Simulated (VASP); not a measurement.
# CO2: relaxation of the atoms with PBE

Crystal: CO2.

```xyz
12
Lattice="5.6300 0.0000 0.0000 0.0000 5.6300 0.0000 0.0000 0.0000 5.6300" Properties=species:S:1:pos:R:3 pbc="T T T"
C     0.0000    0.0000    0.0000
C     2.8150    0.0000    2.8150
C     2.8150    2.8150    0.0000
C     0.0000    2.8150    2.8150
O     0.6080    0.6080    0.6080
O     2.2070    5.0220    3.4230
O     3.4230    2.2070    5.0220
O     5.0220    3.4230    2.2070
O     5.0220    5.0220    5.0220
O     3.4230    0.6080    2.2070
O     2.2070    3.4230    0.6080
O     0.6080    2.2070    3.4230
```

```
Program                : VASP 6.6.1
Task                   : relaxation of the atoms
Functional             : PBE
Potentials or basis    : VASP PAW PBE potentials, release 64 (C, O)
Cutoff                 : 520 eV
k mesh                 : 4 × 4 × 4
Occupations            : fermi-dirac, width 0.02 eV
Spin                   : no spin polarisation
Dipole correction      : no
Further INCAR settings : ALGO = Normal; EDIFF = 1e-06; IBRION = 2; EDIFFG = -0.02; NSW = 80
```

```yaml
Energy_gained_by_relaxing: 678.4 meV/atom
Ionic_steps: 9
Pressure_after_relaxing: 1.1 GPa
Largest_force_after_relaxing: 0.020 eV/Å
Band_gap_on_the_k_mesh: 6.71 eV, direct
```

Forces on the atoms (eV/Å):
```
C    0.000  0.000  0.000
C    0.000  0.000  0.000
C    0.000  0.000  0.000
C    0.000  0.000  0.000
O    0.011  0.011  0.011
O   -0.011 -0.011  0.011
O    0.011 -0.011 -0.011
O   -0.011  0.011 -0.011
O   -0.011 -0.011 -0.011
O    0.011  0.011 -0.011
O   -0.011  0.011  0.011
O    0.011 -0.011  0.011
```

The path:
```tsv
step	energy change (eV)	largest force (eV/Å)	pressure (GPa)
1	0.0000	19.2636	48.71
2	42.9789	3.0236	-27.97
3	38.6317	5.5968	-32.03
4	27.8963	9.1274	-36.72
5	1.6176	10.2192	-31.18
6	-7.6913	3.1519	-7.84
7	-7.9909	2.0603	6.60
8	-8.1391	0.2339	0.39
9	-8.1412	0.0197	1.08
```

Final structure:
```
C O
1.0
     5.63000    0.00000    0.00000
     0.00000    5.63000    0.00000
     0.00000    0.00000    5.63000
C O
4 8
Direct
  0.00000 0.00000 0.00000
  0.50000 0.00000 0.50000
  0.50000 0.50000 0.00000
  0.00000 0.50000 0.50000
  0.12042 0.12042 0.12042
  0.37958 0.87958 0.62042
  0.62042 0.37958 0.87958
  0.87958 0.62042 0.37958
  0.87958 0.87958 0.87958
  0.62042 0.12042 0.37958
  0.37958 0.62042 0.12042
  0.12042 0.37958 0.62042
```

Levels at points of the mesh, in eV from the valence-band top:
```tsv
k point	band 28	band 29	band 30	band 31	band 32	band 33	band 34	band 35	band 36	band 37
(0.00, 0.00, 0.00)	-0.19	-0.19	-0.19	0.00	0.00	6.71	7.91	7.91	7.91	8.74
(0.50, 0.00, 0.00)	-0.35	-0.29	-0.29	-0.07	-0.07	7.85	7.85	8.06	8.06	8.32
(0.50, 0.50, 0.00)	-0.32	-0.27	-0.27	-0.27	-0.27	7.85	7.85	7.85	7.85	8.52
(0.50, 0.50, 0.50)	-0.32	-0.31	-0.31	-0.31	-0.31	7.85	7.85	7.85	7.85	8.73
```

Wall time 110 s on 1 × NVIDIA H100 80GB with 1 thread of AMD EPYC 7R13 Processor (Zen 3), with other jobs on the host, peak memory 1.3 GiB.

A k mesh can miss the band edges. A hybrid or GW would open this gap; PBE tends to underestimate it.
